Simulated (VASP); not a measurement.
# Sn (Immm) in VASP: notebook

The runs below take Sn through relaxation of cell and atoms, single point, with LDA, PBE, RPBE.

Program: VASP 6.6.1. These are calculated values, not measurements. Logs are shortened: lines on timing, memory, paths and dates and some standing lists are left out, and cuts for length are marked.

## (1) The cell of the first run

It takes space group Immm (No. 71, orthorhombic). Conventional cell: a = 3.453 Å, b = 3.551 Å, c = 4.677 Å, α = 90.00°, β = 90.00°, γ = 90.00°. Within 4.7 Å of Sn (site symmetry mmm) lie 14 Sn at 3.41 to 4.68 Å.

## (2) Relaxation of cell and atoms, LDA, target pressure 30 GPa, at which the enthalpy is minimised

File INCAR:

```
PREC = Accurate
ENCUT = 600
EDIFF = 1E-7
ISMEAR = -1
SIGMA = 0.05
LREAL = F
LASPH = T
NELM = 80
ALGO = Normal
ISIF = 3
LWAVE = F
LCHARG = F
GGA = CA
IBRION = 2
NSW = 80
EDIFFG = -0.01
PSTRESS = 300.0
```

File KPOINTS:

```
regular mesh
0
Gamma
  11 11 11
```

File POSCAR:

```
Sn
1.0
   -1.7265390000      1.7755470000      2.3383420000
    1.7265390000     -1.7755470000      2.3383420000
    1.7265390000      1.7755470000     -2.3383420000
Sn
1
Direct
    0.0000000000      0.0000000000      0.0000000000
```

Potentials or basis: VASP PAW LDA potentials, release 64 (Sn_d).

Started as:

```console
$ cat potpaw_LDA.64/Sn_d/POTCAR > POTCAR
$ mpirun -np 1 vasp_std > vasp.out
```

OUTCAR:

```text
PREC = Accurate
   ENCUT = 600
   EDIFF = 1E-7
   ISMEAR = -1
   LREAL = F
   LASPH = T
   NELM = 80
   ISIF = 3
   GGA = CA
   IBRION = 2
   NSW = 80
   EDIFFG = -0.01
   PSTRESS = 300.0

 ion  position               nearest neighbor table
   1  0.000  0.000  0.000-

  LATTYP: Found a body centered orthorhombic cell.
 ALAT       =     3.4530780000
 B/A-ratio  =     1.0283851103
 C/A-ratio  =     1.3543522620

  Lattice vectors:

 A1 = (  -1.7265390000,   1.7755470000,   2.3383420000)
 A2 = (   1.7265390000,  -1.7755470000,   2.3383420000)
 A3 = (   1.7265390000,   1.7755470000,  -2.3383420000)

Analysis of symmetry for initial positions (statically):
=====================================================================
 Subroutine PRICEL returns:
 Original cell was already a primitive cell.

 Routine SETGRP: Setting up the symmetry group for a
 body centered orthorhombic supercell.

 Subroutine GETGRP returns: Found  8 space group operations
 (whereof  8 operations were pure point group operations)
 out of a pool of  8 trial point group operations.

The static configuration has the point symmetry D_2h.

Analysis of symmetry for dynamics (positions and initial velocities):
=====================================================================
 Subroutine PRICEL returns:
 Original cell was already a primitive cell.

 Routine SETGRP: Setting up the symmetry group for a
 body centered orthorhombic supercell.

 Subroutine GETGRP returns: Found  8 space group operations
 (whereof  8 operations were pure point group operations)
 out of a pool of  8 trial point group operations.

The dynamic configuration has the point symmetry D_2h.

 Subroutine INISYM returns: Found  8 space group operations
 (whereof  8 operations are pure point group operations),
 and found     1 'primitive' translations

----------------------------------------------------------------------------------------

                                     Primitive cell

  volume of cell :      28.6732

  direct lattice vectors                    reciprocal lattice vectors
    -1.726539000  1.775547000  2.338342000     0.000000000  0.281603359  0.213826720
     1.726539000 -1.775547000  2.338342000     0.289596702  0.000000000  0.213826720
     1.726539000  1.775547000 -2.338342000     0.289596702  0.281603359  0.000000000

  length of vectors
     3.406075069  3.406075069  3.406075069     0.353584952  0.359983494  0.403938983

  position of ions in fractional coordinates (direct lattice)
     0.000000000  0.000000000  0.000000000

  ion indices of the primitive-cell ions
   primitive index   ion index
                 1           1

----------------------------------------------------------------------------------------

 KPOINTS: regular mesh

Automatic generation of k-mesh.
 Grid dimensions read from file:
 generate k-points for:   11   11   11

 Generating k-lattice:

  Cartesian coordinates                     Fractional coordinates (reciprocal lattice)
     0.000000000  0.025600305  0.019438793     0.090909091  0.000000000 -0.000000000
     0.026326973  0.000000000  0.019438793     0.000000000  0.090909091  0.000000000
     0.026326973  0.025600305  0.000000000    -0.000000000  0.000000000  0.090909091

  Length of vectors
     0.032144087  0.032725772  0.036721726

  Shift w.r.t. Gamma in fractional coordinates (k-lattice)
     0.000000000  0.000000000  0.000000000

 Subroutine IBZKPT returns following result:
 ===========================================

 Found    216 irreducible k-points:

 Following reciprocal coordinates:
            Coordinates               Weight
  0.000000  0.000000  0.000000      1.000000
  0.090909  0.000000  0.000000      4.000000
  0.181818 -0.000000  0.000000      4.000000
  0.272727  0.000000  0.000000      4.000000
  0.363636 -0.000000  0.000000      4.000000
  0.454545  0.000000  0.000000      4.000000
[... 16 lines left out ...]
  0.454545  0.181818  0.000000      8.000000
 -0.454545  0.181818  0.000000      8.000000
 [... further k-points ...]
   k-points           NKPTS =    216   k-points in BZ     NKDIM =    216   number of bands    NBANDS=     11
   number of dos      NEDOS =    301   number of ions     NIONS =      1
   total plane-waves  NPLWV =  21952
   dimension x,y,z NGX =    28 NGY =   28 NGZ =   28
   dimension x,y,z NGXF=    56 NGYF=   56 NGZF=   56
   ions per type =               1
   NGX,Y,Z   is equivalent  to a cutoff of  13.67, 13.67, 13.67 a.u.
   NGXF,Y,Z  is equivalent  to a cutoff of  27.33, 27.33, 27.33 a.u.
 SYSTEM =  unknown system
   PREC   = accura    normal or accurate (medium, high low for compatibility)
   ISTART =      0    job   : 0-new  1-cont  2-samecut
   ICHARG =      2    charge: 1-file 2-atom 10-const
   ISPIN  =      1    spin polarized calculation?
   LNONCOLLINEAR =      F non collinear calculations
   LSORBIT =      F    spin-orbit coupling
   LASPH  =      T    aspherical Exc in radial PAW
   ENCUT  =  600.0 eV  44.10 Ry    6.64 a.u.   6.80  6.80  6.80*2*pi/ulx,y,z
   NELM   =     80;   NELMIN=  2; NELMDL= -5     # of ELM steps
   EDIFF  = 0.1E-06   stopping-criterion for ELM
   LREAL  =      F    real-space projection
   EDIFFG = -.1E-01   stopping-criterion for IOM
   NSW    =     80    number of steps for IOM
   IBRION =      2    ionic relax: 0-MD 1-quasi-New 2-CG
   NFREE  =      1    steps in history (QN), initial steepest desc. (CG)
   ISIF   =      3    stress and relaxation
   ISYM   =      2    0-nonsym 1-usesym 2-fastsym
   POTIM  = 0.5000    time-step for ionic-motion
   TEBEG  =    0.0;   TEEND  =   0.0 temperature during run
   PSTRESS=  300.0 pullay stress
   NELECT =      14.0000    total number of electrons
   NUPDOWN=      -1.0000    fix difference up-down
   EMIN   =  10.00;   EMAX   =-10.00  energy-range for DOS
   EFERMI =   0.00;   METHOD = LEGACY
   ISMEAR =    -1;   SIGMA  =   0.05  broadening in eV -4-tet -1-fermi 0-gaus
   EFERMI_NEDOS =   21; number of points for ismear=-14 and -15
   IALGO  =     38    algorithm
   IMIX   =      4    mixing-type and parameters
     AMIX     =   0.40;   BMIX     =  1.00
     AMIX_MAG =   1.60;   BMIX_MAG =  1.00
  volume/ion in A,a.u.               =      28.67       193.50
  Fermi-wavevector in a.u.,A,eV,Ry     =   1.289116  2.436076 22.610433  1.661820
  Thomas-Fermi vector in A             =   2.421028
   LORBIT       =      0    0 simple, 1 ext, 2 COOP (PROOUT), +10 PAW based schemes
   GGA     = CA    functional components
   LHFCALC =     F    Hartree Fock is set to
   AEXX    =    0.0000 exact exchange contribution
   IVDW    =     0    specifies the selected vdW correction
   LEPSILON=     F    determine dielectric tensor
   LRPA    =     F    only Hartree local field effects (RPA)
 conjugate gradient relaxation of ions
 non-spin polarized calculation
  energy-cutoff  :      600.00
  volume of cell :       28.67
 maximum number of plane-waves:       971
   NGX = 13   NGY = 13   NGZ = 13

--------------------------------------- Ionic step        1  -------------------------------------------

 number of electron      13.9999998 magnetization

 Free energy of the ion-electron system (eV)
  ---------------------------------------------------
  ext. energy  EPLUGINS =         0.00000000
  ---------------------------------------------------
  free energy    TOTEN  =        -4.40155195 eV

  energy without entropy =       -4.39815212  energy(sigma->0) =       -4.39985204

------------------------ aborting loop because EDIFF is reached ----------------------------------------

  FORCE on cell =-STRESS in cart. coord.  units (eV):
  Direction    XX          YY          ZZ          XY          YZ          ZX
  --------------------------------------------------------------------------------------
  -------------------------------------------------------------------------------------
  Total       -0.7515674     -1.0331887     -0.7932675      0.0000000      0.0000000      0.0000000
  in kB      -41.9954207    -57.7316039    -44.3255013      0.0000000      0.0000000      0.0000000
  external PRESSURE =    -348.0175086 kB  Pullay stress =     300.0000000 kB
[... 59 lines left out ...]
  enthalpy is  TOTEN    =         8.8396113516 eV   P V=        1.8376467760

--------------------------------------- Ionic step        3  -------------------------------------------

 number of electron      13.9999998 magnetization

 E-fermi :   8.9893     XC(G=0): -11.0343

 val. band max:        8.9807704557   @ k =  -0.3636   0.1818  -0.0000
 cond. band min:       9.0133003424   @ k =   0.3636  -0.3636   0.1818
 fundamental gap:      0.0325298868
 Fermi energy:         8.9893346590

 k-point     1 :       0.0000    0.0000    0.0000
  band No.  band energies     occupation
      1     -12.5149      2.00000
      2     -12.4943      2.00000
      3     -12.4609      2.00000
      4     -12.4101      2.00000
      5     -12.3577      2.00000
      6      -2.8273      2.00000
      7      17.1283      0.00000
      8      17.2614      0.00000
      9      17.7461      0.00000
     10      19.9502      0.00000
     11      21.1503      0.00000
[... 350 lines left out ...]
  FREE ENERGIE OF THE ION-ELECTRON SYSTEM (eV)
  ---------------------------------------------------
  free  energy   TOTEN  =        -4.4370435629 eV

  energy  without entropy=       -4.4323389806  energy(sigma->0) =       -4.43469127

  enthalpy is  TOTEN    =         0.2100562917 eV   P V=        4.6470998546

[... ionic steps 4 to 17 ...]

--------------------------------------- Ionic step       18  -------------------------------------------

 number of electron      13.9999999 magnetization

------------------------ aborting loop because EDIFF is reached ----------------------------------------

  FORCE on cell =-STRESS in cart. coord.  units (eV):
  Direction    XX          YY          ZZ          XY          YZ          ZX
  --------------------------------------------------------------------------------------
  -------------------------------------------------------------------------------------
  Total        3.8348715      3.7660580      3.7596619      0.0000000      0.0000000      0.0000000
  in kB      313.6466634    308.0185378    307.4954145      0.0000000      0.0000000      0.0000000
  external PRESSURE =       9.7202053 kB  Pullay stress =     300.0000000 kB
[... 59 lines left out ...]
  enthalpy is  TOTEN    =        -0.3134865615 eV   P V=        3.6844198646

--------------------------------------- Ionic step       20  -------------------------------------------

 number of electron      13.9999999 magnetization

 Free energy of the ion-electron system (eV)
  ---------------------------------------------------
  ext. energy  EPLUGINS =         0.00000000
  ---------------------------------------------------
  free energy    TOTEN  =        -4.00021511 eV

  energy without entropy =       -3.99689763  energy(sigma->0) =       -3.99855637

 E-fermi :  12.4867     XC(G=0): -12.2120

 val. band max:       12.4186170442   @ k =   0.3636   0.2727   0.1818
 cond. band min:      12.5507843124   @ k =  -0.3636   0.1818  -0.0000
 fundamental gap:      0.1321672682
 Fermi energy:        12.4867487931

 k-point     1 :       0.0000    0.0000    0.0000
  band No.  band energies     occupation
      1      -9.3687      2.00000
      2      -9.3680      2.00000
      3      -9.3677      2.00000
      4      -9.1507      2.00000
      5      -9.1497      2.00000
      6      -1.4746      2.00000
      7      22.9201      0.00000
      8      22.9250      0.00000
      9      22.9268      0.00000
     10      23.2967      0.00000
     11      26.7105      0.00000
[... 350 lines left out ...]
  FREE ENERGIE OF THE ION-ELECTRON SYSTEM (eV)
  ---------------------------------------------------
  free  energy   TOTEN  =        -4.0002151107 eV

  energy  without entropy=       -3.9968976322  energy(sigma->0) =       -3.99855637

  enthalpy is  TOTEN    =        -0.3135833123 eV   P V=        3.6866317984

 reached required accuracy - stopping structural energy minimisation
```

It took 5.7 min on 1 thread of Intel Xeon 6975P-C (Granite Rapids), shared host; peak memory 0.23 GiB.

What came out:

```yaml
Free_energy: -4.0002 eV
Relaxed_volume: 19.69 Å³/atom
Relaxed_cell: a = 3.031 Å, b = 3.031 Å, c = 3.031 Å, α = 120.02°, β = 120.01°, γ = 89.97°
Space_group_after_relaxing_to_0.1_Å: Fm-3m (No. 225)
Energy_change_on_relaxing_the_run_minimises_the_enthalpy: +401.3 meV/atom
Ionic_steps: 20
Pressure_after_relaxing: 30.0 GPa
Band_gap_on_the_k_mesh: zero (bands 7 and 8 overlap by 13.06 eV)
```

Step by step:
```csv
step,energy change (eV),largest force (eV/Å),pressure (GPa),volume (Å³)
1,0.0000,0.0000,-4.80,28.67
2,11.4035,0.0000,578.77,9.81
3,-0.0355,0.0000,2.92,24.82
4,0.0495,0.0000,10.54,22.68
5,0.5064,0.0000,35.00,19.21
6,0.3890,0.0000,29.32,19.80
7,0.4181,0.0000,30.75,19.64
8,0.4195,0.0000,30.90,19.61
9,0.4176,0.0000,30.80,19.62
10,0.3739,0.0000,28.66,19.85
11,0.3910,0.0000,29.52,19.76
12,0.3885,0.0000,29.39,19.77
13,0.3844,0.0000,29.16,19.78
14,0.3841,0.0000,29.46,19.79
15,0.3834,0.0000,29.18,19.79
16,0.3830,0.0000,29.09,19.79
17,0.3834,0.0000,29.12,19.79
18,0.4203,0.0000,30.97,19.59
19,0.4036,0.0000,30.14,19.68
20,0.4013,0.0000,30.03,19.69
```

Final structure:
```cif
data_structure
_symmetry_space_group_name_H-M 'P 1'
_symmetry_Int_Tables_number 1
_cell_length_a 3.0312
_cell_length_b 3.0312
_cell_length_c 3.0312
_cell_angle_alpha 120.023
_cell_angle_beta 120.010
_cell_angle_gamma 89.971
_cell_volume 19.69
loop_
_atom_site_label
_atom_site_type_symbol
_atom_site_fract_x
_atom_site_fract_y
_atom_site_fract_z
_atom_site_occupancy
Sn1 Sn 0.00000 0.00000 0.00000 1
```

Levels at points of the mesh, in eV from the Fermi level:
```tsv
k point	band 4	band 5	band 6	band 7	band 8	band 9	band 10	band 11
(0.00, 0.00, 0.00)	-21.64	-21.64	-13.96	10.43	10.44	10.44	10.81	14.22
```

Caveat: the cell is relaxed towards a set pressure, so the run minimises the enthalpy, not the energy; the volume moved by over 15 % at a fixed basis, so the end points are rough; spin-orbit coupling is left out, which moves the levels of the heavy elements.

## (3) Single point, PBE

File INCAR:

```
SYSTEM = Sn
GGA = PE
ISMEAR = 1
SIGMA = 0.1
LWAVE = .FALSE.
LCHARG = .FALSE.
ISIF = 2
PREC = Accurate
LASPH = .TRUE.
LREAL = .FALSE.
ALGO = Normal
EDIFF = 1E-6
NELM = 120
GGA_COMPAT = .FALSE.
ENCUT = 400
```

File KPOINTS:

```
k-points
0
Gamma
  13 13 13
```

POSCAR is that of step 2.

Potentials or basis: VASP PAW PBE potentials, release 64 (Sn_d).

Started as:

```console
$ cat potpaw_PBE.64/Sn_d/POTCAR > POTCAR
$ mpirun -np 1 vasp_std > vasp.out
```

Wall time 15 s (1 thread of Intel Xeon 6975P-C (Granite Rapids), shared host); peak memory 0.19 GiB.

Results (log left out):

```yaml
Free_energy: -3.7799 eV
Pressure: -1.0 GPa
Band_gap_on_the_k_mesh: zero (bands 7 and 8 overlap by 8.98 eV)
```

Stress tensor (GPa, compression positive):
```
-0.50  0.00  0.00
 0.00 -1.35  0.00
 0.00  0.00 -1.20
```

Levels at points of the mesh, in eV from the Fermi level:
```
           k point  band 4  band 5  band 6  band 7  band 8  band 9  band 10  band 11
(0.00, 0.00, 0.00)  -21.55  -21.51  -10.81    6.98    7.12    7.53    10.56    11.07
```

Caveat: spin-orbit coupling is left out, which moves the levels of the heavy elements.

(Part 1 of 2 ends here.)
